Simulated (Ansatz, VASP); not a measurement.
One calculation of ZnCuH3, two programs

Contents of INCAR:

```
ALGO = Normal
EDIFF = 1E-7
EDIFFG = -0.025
ENCUT = 600
GGA = PE
IBRION = 2
ISIF = 3
ISMEAR = 0
LASPH = T
LCHARG = F
LREAL = F
LWAVE = F
NELM = 80
NSW = 90
PREC = Accurate
SIGMA = 0.1
```

File KPOINTS:

```
k-points
0
Gamma
  8 8 8
```

The input POSCAR:

```
ZnCuH3
1.0
    3.5196498929      0.0000000000      0.0000000000
    0.0000000000      3.5196498929      0.0000000000
    0.0000000000      0.0000000000      3.5196498929
Zn Cu H
1 1 3
Direct
    0.5000000000      0.5000000000      0.5000000000
    0.0000000000      0.0000000000      1.0000000000
    0.0000000000      0.5000000000      0.5000000000
    0.5000000000      0.0000000000      0.5000000000
    0.5000000000      0.5000000000      0.0000000000
```

Input for Ansatz:

```yaml
crystal:
  lattice:
    - [3.5196498929, 0.0, 0.0]
    - [0.0, 3.5196498929, 0.0]
    - [0.0, 0.0, 3.5196498929]
  atoms:
    - { symbol: Zn, position: [0.5, 0.5, 0.5] }
    - { symbol: Cu, position: [0.0, 0.0, 1.0] }
    - { symbol: H, position: [0.0, 0.5, 0.5] }
    - { symbol: H, position: [0.5, 0.0, 0.5] }
    - { symbol: H, position: [0.5, 0.5, 0.0] }
basis:
  ecutwfc: 420
kpoints:
  mp_grid: { grid: [8, 8, 8] }
hamiltonian:
  xc: pbe
scf:
  occupations: { method: gaussian, width: 0.1 }
output:
  forces: true
  stress: true
  eigenvalues: true
relax:
  adjacent_minimum: "off"
  f_tol: 0.025
  max_steps: 70
  cell: { stress_tol: 0.12 }
```

Alike in both runs: task relaxation of cell and atoms; functional PBE; k mesh 8 × 8 × 8; occupations gaussian, width 0.1 eV; no spin polarisation.

|  | VASP | Ansatz |
| --- | --- | --- |
| version | VASP 6.6.1 | Ansatz 0.2.0 |
| potentials or method | VASP PAW PBE potentials, release 64 (Zn, Cu, H), cutoff 600 eV | scalar-relativistic, plane waves, PAW |
| valence electrons in the cell | 26 | 34 |

Ansatz gave:

- gap on the k mesh at the Fermi level, each at its own relaxed structure (eV): none
- relaxed volume (Å³/atom): 8.77
- relaxed cell length with the largest relative difference (Å): 3.526

Question: Estimate VASP's values.

Answer: gap on the k mesh at the Fermi level, each at its own relaxed structure (eV): none; relaxed volume (Å³/atom): 8.76; relaxed cell length with the largest relative difference (Å): 3.525.

A gap of «none» marks a metal or a gap that the smearing closes. VASP's potentials hold 26 valence electrons a cell and Ansatz's 34, so a difference there can come from the potentials and not from the codes.
